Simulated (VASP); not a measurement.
# InF (zincblende type) (F-43m) in VASP: a series of runs

InF (zincblende type) is run at these levels: PBE; tasks: electric field gradients.

Everything below comes from runs of VASP 6.6.1. Logs are shortened: lines on timing, memory, paths and dates and some standing lists are left out, and cuts for length are marked.

**1. The cell of the first run**

It takes space group F-43m (No. 216, cubic). Conventional cell: a = 6.009 Å, b = 6.009 Å, c = 6.009 Å, α = 90.00°, β = 90.00°, γ = 90.00°. Within 3.4 Å of In (site symmetry -43m) lie 4 F at 2.60 Å. F (site symmetry -43m) has 4 In at 2.60 Å within 3.4 Å.

**2. Electric field gradients, PBE**

The input, INCAR:

```
SYSTEM = InF
PREC     = Accurate       ! precision mode
ENCUT    = 520            ! plane-wave cutoff, eV
EDIFF    = 1E-8           ! SCF threshold, eV
ISMEAR   = -1             ! smearing method
SIGMA    = 0.05           ! smearing width, eV
LREAL    = .FALSE.        ! projectors in reciprocal space
LASPH    = .TRUE.         ! aspherical terms in the spheres
NELM     = 100            ! most SCF steps
ALGO     = Normal         ! electronic algorithm
ISIF     = 2              ! what is computed and relaxed
LWAVE    = .FALSE.        ! write WAVECAR
LCHARG   = .FALSE.        ! write CHGCAR
GGA      = PE             ! functional
LEFG     = .TRUE.       
NBANDS   = 17             ! bands
```

The input, KPOINTS:

```
regular mesh
0
G
  13 13 13
  0 0 0
```

The input, POSCAR:

```
InF
1.0
    0.0000000000      3.0044857676      3.0044857676
    3.0044857676      0.0000000000      3.0044857676
    3.0044857676      3.0044857676      0.0000000000
In F
1 1
Direct
    0.0000000000      0.0000000000      0.0000000000
    0.2500000000      0.2500000000      0.2500000000
```

Potentials or basis: VASP PAW PBE potentials, release 64 (In_d, F).

The run is started by

```bash
cat potpaw_PBE.64/In_d/POTCAR potpaw_PBE.64/F/POTCAR > POTCAR
mpirun -np 1 vasp_std > vasp.out
```

OUTCAR:

```text
SYSTEM = InF
   PREC = Accurate
   ENCUT = 520
   EDIFF = 1E-8
   ISMEAR = -1
   LREAL = .FALSE.
   LASPH = .TRUE.
   NELM = 100
   ISIF = 2
   GGA = PE

 ion  position               nearest neighbor table
   1  0.000  0.000  0.000-   2 2.60   2 2.60   2 2.60   2 2.60
   2  0.250  0.250  0.250-   1 2.60   1 2.60   1 2.60   1 2.60

  LATTYP: Found a face centered cubic cell.
 ALAT       =     6.0089715352

  Lattice vectors:

 A1 = (   0.0000000000,   3.0044857676,   3.0044857676)
 A2 = (   3.0044857676,   0.0000000000,   3.0044857676)
 A3 = (   3.0044857676,   3.0044857676,   0.0000000000)

Analysis of symmetry for initial positions (statically):
=====================================================================
 Subroutine PRICEL returns:
 Original cell was already a primitive cell.

 Routine SETGRP: Setting up the symmetry group for a
 face centered cubic supercell.

 Subroutine GETGRP returns: Found 24 space group operations
 (whereof 24 operations were pure point group operations)
 out of a pool of 48 trial point group operations.

The static configuration has the point symmetry T_d .

Analysis of symmetry for dynamics (positions and initial velocities):
=====================================================================
 Subroutine PRICEL returns:
 Original cell was already a primitive cell.

 Routine SETGRP: Setting up the symmetry group for a
 face centered cubic supercell.

 Subroutine GETGRP returns: Found 24 space group operations
 (whereof 24 operations were pure point group operations)
 out of a pool of 48 trial point group operations.

The dynamic configuration has the point symmetry T_d .

 Subroutine INISYM returns: Found 24 space group operations
 (whereof 24 operations are pure point group operations),
 and found     1 'primitive' translations

----------------------------------------------------------------------------------------

                                     Primitive cell

  volume of cell :      54.2426

  direct lattice vectors                    reciprocal lattice vectors
     0.000000000  3.004485768  3.004485768    -0.166417829  0.166417829  0.166417829
     3.004485768  0.000000000  3.004485768     0.166417829 -0.166417829  0.166417829
     3.004485768  3.004485768  0.000000000     0.166417829  0.166417829 -0.166417829
[... 114 lines left out ...]
   LRPA    =     F    only Hartree local field effects (RPA)
 non-spin polarized calculation
  energy-cutoff  :      520.00
  volume of cell :       54.24
 maximum number of plane-waves:      1476
   NGX = 15   NGY = 15   NGZ = 15

 number of electron      20.0000009 magnetization

 Free energy of the ion-electron system (eV)
  ---------------------------------------------------
  ext. energy  EPLUGINS =         0.00000000
  ---------------------------------------------------
  free energy    TOTEN  =        -7.43834846 eV

  energy without entropy =       -7.43834846  energy(sigma->0) =       -7.43834846

 E-fermi :   2.5987     XC(G=0):  -7.8421

 val. band max:        1.6039471637   @ k =  -0.4615   0.4615   0.0000
 cond. band min:       3.5217246986   @ k =  -0.4615   0.4615   0.0000
 fundamental gap:      1.9177775350
 Fermi energy:         2.5987491770

 k-point     1 :       0.0000    0.0000    0.0000
  band No.  band energies     occupation
      1     -20.2957      2.00000
      2     -11.6963      2.00000
      3     -11.6963      2.00000
      4     -11.6963      2.00000
      5     -11.6591      2.00000
      6     -11.6591      2.00000
[... 457 lines left out ...]
      4     -11.6538      2.00000
      5     -11.6402      2.00000
      6     -11.6210      2.00000
[... 9 lines left out ...]
     16      13.7639      0.00000
     17      15.0286      0.00000

 [... further k-points ...]
[... 5 lines left out ...]
  --------------------------------------------------------------------------------------
  -------------------------------------------------------------------------------------
  Total       -0.0383328     -0.0383328     -0.0383328      0.0000000      0.0000000      0.0000000
  in kB       -1.1322450     -1.1322450     -1.1322450      0.0000000      0.0000000      0.0000000
  external PRESSURE =      -1.1322450 kB  Pullay stress =       0.0000000 kB

 VOLUME and BASIS-vectors are now :
 -----------------------------------------------------------------------------
  energy-cutoff  :      520.00
  volume of cell :       54.24
      direct lattice vectors                 reciprocal lattice vectors
     0.000000000  3.004485768  3.004485768    -0.166417829  0.166417829  0.166417829
     3.004485768  0.000000000  3.004485768     0.166417829 -0.166417829  0.166417829
     3.004485768  3.004485768  0.000000000     0.166417829  0.166417829 -0.166417829

 POSITION                                       TOTAL-FORCE (eV/Angst)
 -----------------------------------------------------------------------------------
      0.00000      0.00000      0.00000         0.000000      0.000000      0.000000
      1.50224      1.50224      1.50224        -0.000000     -0.000000     -0.000000
 -----------------------------------------------------------------------------------
    total drift:                               -0.000000     -0.000000     -0.000000

  FREE ENERGIE OF THE ION-ELECTRON SYSTEM (eV)
  ---------------------------------------------------
  free  energy   TOTEN  =        -7.4383484580 eV

  energy  without entropy=       -7.4383484576  energy(sigma->0) =       -7.43834846

 Electric field gradients (V/A^2)
---------------------------------------------------------------------
 ion       V_xx      V_yy      V_zz      V_xy      V_xz      V_yz
---------------------------------------------------------------------
   1      -0.000    -0.000    -0.000     0.001     0.001     0.001
   2      -0.000    -0.000    -0.000     0.005     0.005     0.005
---------------------------------------------------------------------

 Electric field gradients after diagonalization (V/A^2)
 (convention: |V_zz| > |V_xx| > |V_yy|)
----------------------------------------------------------------------
 ion       V_xx      V_yy      V_zz     asymmetry (V_yy - V_xx)/ V_zz
----------------------------------------------------------------------
   1      -0.001    -0.001     0.001       0.000
   2      -0.005    -0.005     0.009       0.000
----------------------------------------------------------------------

           NMR quadrupolar parameters

 Cq : quadrupolar parameter    Cq=e*Q*V_zz/h
 eta: asymmetry parameters     (V_yy - V_xx)/ V_zz
 Q  : nuclear electric quadrupole moment in mb (millibarn)
----------------------------------------------------------------------
 ion       Cq(MHz)       eta       Q (mb)
----------------------------------------------------------------------
   1       0.000       0.000       1.000
   2       0.000       0.000       1.000
----------------------------------------------------------------------
```

stdout:

```text
POSCAR found type information on POSCAR InF
 POSCAR found :  2 types and       2 ions
 scaLAPACK will be used
 LDA part: xc-table for (Slater+PW92), standard interpolation
 POSCAR, INCAR and KPOINTS ok, starting setup
 FFT: planning ... GRIDC
 FFT: planning ... GRID_SOFT
 FFT: planning ... GRID
 WAVECAR not read
 entering main loop
ion   1

ion   2
```

Run time: 2 min. Hardware: 1 thread of AMD EPYC 7R43 (Zen 3), shared host; peak memory 0.18 GiB.

Results:

* Free energy: -7.4383 eV
* Pressure: -0.1 GPa
* Band gap on the k mesh: 1.92 eV, direct

Caveat: without QUAD_EFG the Cq values of the log hold for a quadrupole moment of 1 mb, not for the nuclei; spin-orbit coupling is left out, which moves the levels of the heavy elements. As with any semilocal functional, this PBE gap is likely too small.

**3. Electric field gradients, PBE (volume scaled by 1.03)**

The input, INCAR:

```
  ALGO = Normal
  EDIFF = 1E-8
  ENCUT = 520
  GGA = PE
  ISIF = 2
  ISMEAR = -1
  LASPH = True
  LCHARG = False
  LEFG = True
  LREAL = False
  LWAVE = False
  NBANDS = 17
  NELM = 80
  PREC = Accurate
  SIGMA = 0.05
```

The input, KPOINTS:

```
k-points
0
Gamma
  13 13 13
```

The input, POSCAR:

```
InF
1.0
    0.0000000000      3.0342350862      3.0342350862
    3.0342350862      0.0000000000      3.0342350862
    3.0342350862      3.0342350862      0.0000000000
In F
1 1
Direct
    0.0000000000      0.0000000000      0.0000000000
    0.2500000000      0.2500000000      0.2500000000
```

Potentials or basis: VASP PAW PBE potentials, release 64 (In_d, F).

The run is started by

```bash
cat potpaw_PBE.64/In_d/POTCAR potpaw_PBE.64/F/POTCAR > POTCAR
mpirun -np 1 vasp_std > vasp.out
```

OUTCAR:

```text
EDIFF = 1E-8
   ENCUT = 520
   GGA = PE
   ISIF = 2
   ISMEAR = -1
   LASPH = True
   LREAL = False
   NELM = 80
   PREC = Accurate

 ion  position               nearest neighbor table
   1  0.000  0.000  0.000-   2 2.63   2 2.63   2 2.63   2 2.63
   2  0.250  0.250  0.250-   1 2.63   1 2.63   1 2.63   1 2.63

  LATTYP: Found a face centered cubic cell.
 ALAT       =     6.0684701724

  Lattice vectors:

 A1 = (   0.0000000000,   3.0342350862,   3.0342350862)
 A2 = (   3.0342350862,   0.0000000000,   3.0342350862)
 A3 = (   3.0342350862,   3.0342350862,   0.0000000000)

Analysis of symmetry for initial positions (statically):
=====================================================================
 Subroutine PRICEL returns:
 Original cell was already a primitive cell.

 Routine SETGRP: Setting up the symmetry group for a
 face centered cubic supercell.

 Subroutine GETGRP returns: Found 24 space group operations
 (whereof 24 operations were pure point group operations)
 out of a pool of 48 trial point group operations.

The static configuration has the point symmetry T_d .

Analysis of symmetry for dynamics (positions and initial velocities):
=====================================================================
 Subroutine PRICEL returns:
 Original cell was already a primitive cell.

 Routine SETGRP: Setting up the symmetry group for a
 face centered cubic supercell.

 Subroutine GETGRP returns: Found 24 space group operations
 (whereof 24 operations were pure point group operations)
 out of a pool of 48 trial point group operations.

The dynamic configuration has the point symmetry T_d .

[... 148 lines left out ...]
 cond. band min:       3.3454767866   @ k =  -0.4615   0.4615   0.0000
 fundamental gap:      2.0341303128
 Fermi energy:         2.3530168874

 k-point     1 :       0.0000    0.0000    0.0000
  band No.  band energies     occupation
      1     -20.3695      2.00000
      2     -11.9136      2.00000
      3     -11.9136      2.00000
      4     -11.9136      2.00000
      5     -11.8824      2.00000
      6     -11.8824      2.00000
[... 457 lines left out ...]
      4     -11.8768      2.00000
      5     -11.8647      2.00000
      6     -11.8472      2.00000
[... 9 lines left out ...]
     16      13.4092      0.00000
     17      14.6430      0.00000

 [... further k-points ...]
[... 5 lines left out ...]
  --------------------------------------------------------------------------------------
  -------------------------------------------------------------------------------------
  Total       -0.2527754     -0.2527754     -0.2527754      0.0000000      0.0000000      0.0000000
  in kB       -7.2488279     -7.2488279     -7.2488279      0.0000000      0.0000000      0.0000000
  external PRESSURE =      -7.2488279 kB  Pullay stress =       0.0000000 kB

 VOLUME and BASIS-vectors are now :
 -----------------------------------------------------------------------------
  energy-cutoff  :      520.00
  volume of cell :       55.87
      direct lattice vectors                 reciprocal lattice vectors
     0.000000000  3.034235086  3.034235086    -0.164786177  0.164786177  0.164786177
     3.034235086  0.000000000  3.034235086     0.164786177 -0.164786177  0.164786177
     3.034235086  3.034235086  0.000000000     0.164786177  0.164786177 -0.164786177

 POSITION                                       TOTAL-FORCE (eV/Angst)
 -----------------------------------------------------------------------------------
      0.00000      0.00000      0.00000        -0.000000     -0.000000     -0.000000
      1.51712      1.51712      1.51712         0.000000      0.000000      0.000000
 -----------------------------------------------------------------------------------
    total drift:                               -0.000000     -0.000000     -0.000000

  FREE ENERGIE OF THE ION-ELECTRON SYSTEM (eV)
  ---------------------------------------------------
  free  energy   TOTEN  =        -7.4355535497 eV

  energy  without entropy=       -7.4355535496  energy(sigma->0) =       -7.43555355

 Electric field gradients (V/A^2)
---------------------------------------------------------------------
 ion       V_xx      V_yy      V_zz      V_xy      V_xz      V_yz
---------------------------------------------------------------------
   1       0.000    -0.000     0.000    -0.001    -0.001    -0.001
   2      -0.000     0.000     0.000     0.007     0.007     0.007
---------------------------------------------------------------------

 Electric field gradients after diagonalization (V/A^2)
 (convention: |V_zz| > |V_xx| > |V_yy|)
----------------------------------------------------------------------
 ion       V_xx      V_yy      V_zz     asymmetry (V_yy - V_xx)/ V_zz
----------------------------------------------------------------------
   1       0.001     0.001    -0.001       0.000
   2      -0.007    -0.007     0.013       0.000
----------------------------------------------------------------------

           NMR quadrupolar parameters

 Cq : quadrupolar parameter    Cq=e*Q*V_zz/h
 eta: asymmetry parameters     (V_yy - V_xx)/ V_zz
 Q  : nuclear electric quadrupole moment in mb (millibarn)
----------------------------------------------------------------------
 ion       Cq(MHz)       eta       Q (mb)
----------------------------------------------------------------------
   1      -0.000       0.000       1.000
   2       0.000       0.000       1.000
----------------------------------------------------------------------
```

stdout:

```text
POSCAR found type information on POSCAR InF
 POSCAR found :  2 types and       2 ions
 scaLAPACK will be used
 LDA part: xc-table for (Slater+PW92), standard interpolation
 POSCAR, INCAR and KPOINTS ok, starting setup
 FFT: planning ... GRIDC
 FFT: planning ... GRID_SOFT
 FFT: planning ... GRID
 WAVECAR not read
 entering main loop
ion   1

ion   2
```

It took 1.9 min on 1 thread of AMD EPYC 7R43 (Zen 3), shared host; peak memory 0.18 GiB.

Results:

| Property | Result |
| --- | --- |
| Free energy | -7.4356 eV |
| Pressure | -0.7 GPa |
| Band gap on the k mesh | 2.03 eV, direct |

Levels at points of the mesh, in eV from the valence-band top:
```tsv
k point	band 7	band 8	band 9	band 10	band 11	band 12	band 13	band 14
(0.00, 0.00, 0.00)	-3.66	-3.17	-3.17	-3.17	6.37	6.37	6.37	9.55
```

Caveat: without QUAD_EFG the Cq values of the log hold for a quadrupole moment of 1 mb, not for the nuclei; spin-orbit coupling is left out, which moves the levels of the heavy elements. A k mesh can miss the band edges.

(Part 1 of 2 ends here.)
